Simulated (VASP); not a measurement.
# Zr3S2 (Immm) in VASP: single point with PBE

Aim: the single point of Zr3S2 with PBE.

All numbers are computed with VASP 6.6.1; they aren't measurements. Logs are shortened: lines on timing, memory, paths and dates and some standing lists are left out, and cuts for length are marked.

**1. The cell of the first run**

The structure is orthorhombic, space group Immm (No. 71). Conventional cell: a = 3.499 Å, b = 6.478 Å, c = 8.210 Å, α = 90.00°, β = 90.00°, γ = 90.00°. Within 3.8 Å of Zr (site symmetry mm2) lie 6 S at 2.75 to 3.11 Å and 11 Zr at 3.06 to 3.79 Å. Zr (site symmetry mmm) has 4 S at 2.54 Å and 4 Zr at 3.06 Å within 3.3 Å. Within 3.3 Å of S (site symmetry m2m) lie 8 Zr at 2.54 to 3.11 Å and 1 S at 2.80 Å.

The cell was generated, and may not be a known phase.

**2. Single point, PBE, collinear spin**

Contents of INCAR:

```
ALGO     = Normal         # electronic algorithm
EDIFF    = 1E-7           # SCF threshold, eV
ENCUT    = 520            # plane-wave cutoff, eV
GGA      = PE             # functional
ISIF     = 2              # what is computed and relaxed
ISMEAR   = 0              # smearing method
ISPIN    = 2              # spin polarisation
LASPH    = True           # aspherical terms in the spheres
LCHARG   = False          # write CHGCAR
LMAXMIX  = 4              # l up to which the mixer works
LORBIT   = 11             # projections on sites
LREAL    = False          # projectors in reciprocal space
LWAVE    = False          # write WAVECAR
MAGMOM   = 1 1 1 0 0      # initial moments
NBANDS   = 36             # bands
NELM     = 150            # most SCF steps
PREC     = Accurate       # precision mode
SIGMA    = 0.1            # smearing width, eV
```

Contents of KPOINTS:

```
k-points
0
Gamma
  6 6 6
```

Contents of POSCAR:

```
Zr3S2
1.0
   -1.7495967815      3.2390695553      4.1047680812
    1.7495967815     -3.2390695553      4.1047680812
    1.7495967815      3.2390695553     -4.1047680812
Zr S
3 2
Direct
    0.6940003421      0.6940003421      0.0000000000
    0.3059996579      0.3059996579      0.0000000000
    0.0000000000      0.5000000000      0.5000000000
    0.2836881671      0.0000000000      0.2836881671
    0.7163118329      0.0000000000      0.7163118329
```

Potentials or basis: VASP PAW PBE potentials, release 64 (Zr_sv, S).

Command:

```
$ cat potpaw_PBE.64/Zr_sv/POTCAR potpaw_PBE.64/S/POTCAR > POTCAR
$ mpirun -np 1 vasp_std > vasp.out
```

OUTCAR:

```text
EDIFF = 1E-7
   ENCUT = 520
   GGA = PE
   ISIF = 2
   ISMEAR = 0
   ISPIN = 2
   LASPH = True
   LORBIT = 11
   LREAL = False
   NELM = 150
   PREC = Accurate

 ion  position               nearest neighbor table
   1  0.694  0.694  0.000-   5 2.75   4 2.75   5 2.75   4 2.75   3 3.06   3 3.06   5 3.11   4 3.11
                             2 3.19   3 3.61   3 3.61   2 3.79   2 3.79   2 3.79   2 3.79
   2  0.306  0.306  0.000-   4 2.75   5 2.75   4 2.75   5 2.75   3 3.06   3 3.06   4 3.11   5 3.11
                             1 3.19   3 3.61   3 3.61   1 3.79   1 3.79   1 3.79   1 3.79
   3  0.000  0.500  0.500-   4 2.54   5 2.54   4 2.54   5 2.54   2 3.06   1 3.06   1 3.06   2 3.06
                             1 3.61   2 3.61   1 3.61   2 3.61
   4  0.284  0.000  0.284-   3 2.54   3 2.54   2 2.75   2 2.75   1 2.75   1 2.75   2 3.11   1 3.11

   5  0.716  0.000  0.716-   3 2.54   3 2.54   2 2.75   1 2.75   1 2.75   2 2.75   2 3.11   1 3.11

  LATTYP: Found a body centered orthorhombic cell.
 ALAT       =     3.4991935630
 B/A-ratio  =     1.8513234532
 C/A-ratio  =     2.3461223321

  Lattice vectors:

 A1 = (  -1.7495967815,   3.2390695553,   4.1047680812)
 A2 = (   1.7495967815,  -3.2390695553,   4.1047680812)
 A3 = (   1.7495967815,   3.2390695553,  -4.1047680812)

Analysis of symmetry for initial positions (statically):
=====================================================================
 Subroutine PRICEL returns:
 Original cell was already a primitive cell.

 Routine SETGRP: Setting up the symmetry group for a
 body centered orthorhombic supercell.

 Subroutine GETGRP returns: Found  8 space group operations
 (whereof  8 operations were pure point group operations)
 out of a pool of  8 trial point group operations.

The static configuration has the point symmetry D_2h.

Analysis of symmetry for dynamics (positions and initial velocities):
=====================================================================
 Subroutine PRICEL returns:
 Original cell was already a primitive cell.

 Routine SETGRP: Setting up the symmetry group for a
 body centered orthorhombic supercell.

 Subroutine GETGRP returns: Found  8 space group operations
 (whereof  8 operations were pure point group operations)
 out of a pool of  8 trial point group operations.

The dynamic configuration has the point symmetry D_2h.

Analysis of structural, dynamic, and magnetic symmetry:
=====================================================================
 Subroutine PRICEL returns:
 Original cell was already a primitive cell.

 Routine SETGRP: Setting up the symmetry group for a
[... 145 lines left out ...]
  energy-cutoff  :      520.00
  volume of cell :       93.05
 maximum number of plane-waves:      2546
 NGX is ok and might be reduce to    42
   NGX = 21   NGY = 21   NGZ = 21

 number of electron      48.0000000 magnetization      -0.0137642

 number of electron      48.0000000 magnetization       0.0000176

 Free energy of the ion-electron system (eV)
  ---------------------------------------------------
  ext. energy  EPLUGINS =         0.00000000
  ---------------------------------------------------
  free energy    TOTEN  =       -38.62723308 eV

  energy without entropy =      -38.61095853  energy(sigma->0) =      -38.61909580

 E-fermi :  10.2333     XC(G=0): -11.4143

 val. band max:       10.2319043014   @ k =  -0.0000   0.3333   0.0000
 cond. band min:      10.2755031361   @ k =  -0.0000   0.3333   0.0000
 fundamental gap:      0.0435988346
 Fermi energy:        10.2332845851

 spin component 1

 k-point     1 :       0.0000    0.0000    0.0000
  band No.  band energies     occupation
      1     -39.0748      1.00000
      2     -39.0313      1.00000
      3     -38.3266      1.00000
      4     -17.3087      1.00000
      5     -17.2451      1.00000
      6     -17.1534      1.00000
[... 925 lines left out ...]
     35      15.4025      0.00000
     36      15.5111      0.00000

 [... further k-points ...]

 spin component 2

 k-point     1 :       0.0000    0.0000    0.0000
  band No.  band energies     occupation
      1     -39.0748      1.00000
      2     -39.0313      1.00000
      3     -38.3266      1.00000
      4     -17.3087      1.00000
      5     -17.2451      1.00000
      6     -17.1534      1.00000
[... 925 lines left out ...]
     35      15.4071      0.00000
     36      15.5195      0.00000

 [... further k-points ...]

------------------------ aborting loop because EDIFF is reached ----------------------------------------

  FORCE on cell =-STRESS in cart. coord.  units (eV):
  Direction    XX          YY          ZZ          XY          YZ          ZX
  --------------------------------------------------------------------------------------
  -------------------------------------------------------------------------------------
  Total       -0.2095814      0.1158108      0.0044006      0.0000000      0.0000000      0.0000000
  in kB       -3.6087476      1.9941270      0.0757724      0.0000000      0.0000000      0.0000000
  external PRESSURE =      -0.5129494 kB  Pullay stress =       0.0000000 kB

 VOLUME and BASIS-vectors are now :
 -----------------------------------------------------------------------------
  energy-cutoff  :      520.00
  volume of cell :       93.05
      direct lattice vectors                 reciprocal lattice vectors
    -1.749596781  3.239069555  4.104768081     0.000000000  0.154365317  0.121809561
     1.749596781 -3.239069555  4.104768081     0.285780132  0.000000000  0.121809561
     1.749596781  3.239069555 -4.104768081     0.285780132  0.154365317  0.000000000

 POSITION                                       TOTAL-FORCE (eV/Angst)
 -----------------------------------------------------------------------------------
      0.00000      0.00000      5.69742        -0.000000     -0.000000      0.013941
      0.00000      0.00000      2.51212         0.000000     -0.000000     -0.013941
      1.74960      0.00000      0.00000        -0.000000      0.000000     -0.000000
      0.00000      1.83777      0.00000         0.000000      0.013896      0.000000
      0.00000      4.64037      0.00000        -0.000000     -0.013896     -0.000000
 -----------------------------------------------------------------------------------
    total drift:                                0.000000      0.000000     -0.000000

  FREE ENERGIE OF THE ION-ELECTRON SYSTEM (eV)
  ---------------------------------------------------
  free  energy   TOTEN  =       -38.6272330798 eV

  energy  without entropy=      -38.6109585264  energy(sigma->0) =      -38.61909580

 total charge

# of ion       s       p       d       tot
------------------------------------------
    1        2.142   5.957   1.674   9.773
    2        2.142   5.957   1.674   9.773
    3        2.184   5.991   1.845  10.020
    4        1.324   2.385   0.000   3.709
    5        1.324   2.385   0.000   3.709
--------------------------------------------------
tot          9.116  22.675   5.194  36.985

 magnetization (x)

# of ion       s       p       d       tot
------------------------------------------
    1       -0.000  -0.000  -0.000  -0.000
    2       -0.000  -0.000  -0.000  -0.000
    3        0.000   0.000   0.000   0.000
    4       -0.000  -0.000   0.000  -0.000
    5       -0.000  -0.000   0.000  -0.000
--------------------------------------------------
tot         -0.000  -0.000   0.000  -0.000
```

OSZICAR:

```text
N       E                     dE             d eps       ncg     rms          rms(c)
DAV:   1     0.429869883132E+03    0.42987E+03   -0.24316E+04  6624   0.129E+03
DAV:   2    -0.473703578013E+01   -0.43461E+03   -0.41595E+03  7616   0.377E+02
DAV:   3    -0.373933638753E+02   -0.32656E+02   -0.31818E+02 10176   0.816E+01
DAV:   4    -0.399992989431E+02   -0.26059E+01   -0.25805E+01  9688   0.195E+01
DAV:   5    -0.400674915919E+02   -0.68193E-01   -0.68162E-01  9236   0.328E+00    0.255E+01
DAV:   6    -0.387127845870E+02    0.13547E+01   -0.41866E+00  8128   0.115E+01    0.121E+01
DAV:   7    -0.386771727399E+02    0.35612E-01   -0.12365E+00  9180   0.591E+00    0.614E+00
DAV:   8    -0.386255414601E+02    0.51631E-01   -0.23666E-01  8760   0.354E+00    0.207E+00
DAV:   9    -0.386261324809E+02   -0.59102E-03   -0.28788E-02  8260   0.979E-01    0.543E-01
DAV:  10    -0.386268998310E+02   -0.76735E-03   -0.34302E-03  9412   0.357E-01    0.242E-01
DAV:  11    -0.386271964973E+02   -0.29667E-03   -0.87458E-04  9120   0.196E-01    0.721E-02
DAV:  12    -0.386272278125E+02   -0.31315E-04   -0.73477E-05  8920   0.539E-02    0.452E-02
DAV:  13    -0.386272319789E+02   -0.41664E-05   -0.86172E-06  8964   0.176E-02    0.186E-02
DAV:  14    -0.386272327348E+02   -0.75596E-06   -0.32000E-06  8212   0.953E-03    0.331E-03
DAV:  15    -0.386272330743E+02   -0.33948E-06   -0.36779E-07  7416   0.321E-03    0.140E-03
DAV:  16    -0.386272330798E+02   -0.54952E-08   -0.30452E-08  4328   0.116E-03
   1 F= -.38627233E+02 E0= -.38619096E+02  d E =-.162746E-01  mag=    -0.0000
```

stdout:

```text
POSCAR found type information on POSCAR ZrS
 POSCAR found :  2 types and       5 ions
 scaLAPACK will be used
 LDA part: xc-table for (Slater+PW92), standard interpolation
 POSCAR, INCAR and KPOINTS ok, starting setup
 FFT: planning ... GRIDC
 FFT: planning ... GRID_SOFT
 FFT: planning ... GRID
 WAVECAR not read
 entering main loop
```

Run time: 11 min. Hardware: 1 thread of Oxide Virtual Turin-like, shared host; peak memory 0.41 GiB.

Results:

| Property | Result |
| --- | --- |
| Free energy | -38.6272 eV |
| Pressure | -0.1 GPa |
| Largest force | 0.014 eV/Å |
| Band gap on the k mesh | zero (filled and empty bands overlap) |
| Net moment | 0.00 μB per cell |
| Valence electrons inside the program's atomic spheres | Zr 9.77, 10.02 (each value once); S 3.71 |

Forces on the atoms (eV/Å):
```
Zr   0.000  0.000  0.014
Zr   0.000  0.000 -0.014
Zr   0.000  0.000  0.000
S    0.000  0.014  0.000
S    0.000 -0.014  0.000
```

Levels at points of the mesh, in eV from the Fermi level:
Spin up:
```tsv
k point	band 22	band 23	band 24	band 25	band 26	band 27
(0.00, 0.00, 0.00)	-1.90	-1.21	-0.32	0.28	0.95	1.28
(0.50, 0.00, 0.00)	-1.53	-0.46	0.10	0.29	0.32	0.89
(0.00, 0.50, 0.00)	-1.20	-1.01	-0.71	1.13	1.29	2.35
(0.50, 0.50, 0.00)	-1.33	-0.37	-0.04	0.13	1.13	1.37
(0.50, 0.50, 0.50)	-0.53	-0.30	-0.04	0.44	0.63	0.82
```
Spin down:
```
           k point  band 20  band 21  band 22  band 23  band 24  band 25  band 26  band 27  band 28  band 29
(0.00, 0.00, 0.00)    -2.78    -2.29    -1.90    -1.21    -0.32     0.28     0.95     1.28     1.82     2.06
(0.50, 0.00, 0.00)    -3.58    -1.85    -1.53    -0.46     0.10     0.29     0.32     0.89     1.73     1.98
(0.00, 0.50, 0.00)    -3.87    -1.84    -1.20    -1.01    -0.71     1.13     1.29     2.35     2.42     2.55
(0.50, 0.50, 0.00)    -3.59    -1.51    -1.33    -0.37    -0.04     0.13     1.13     1.37     1.68     3.10
(0.50, 0.50, 0.50)    -3.16    -2.58    -0.53    -0.30    -0.04     0.44     0.63     0.82     1.23     1.40
```

The gap in the log of VASP goes by the Fermi energy; the results here count the filled bands.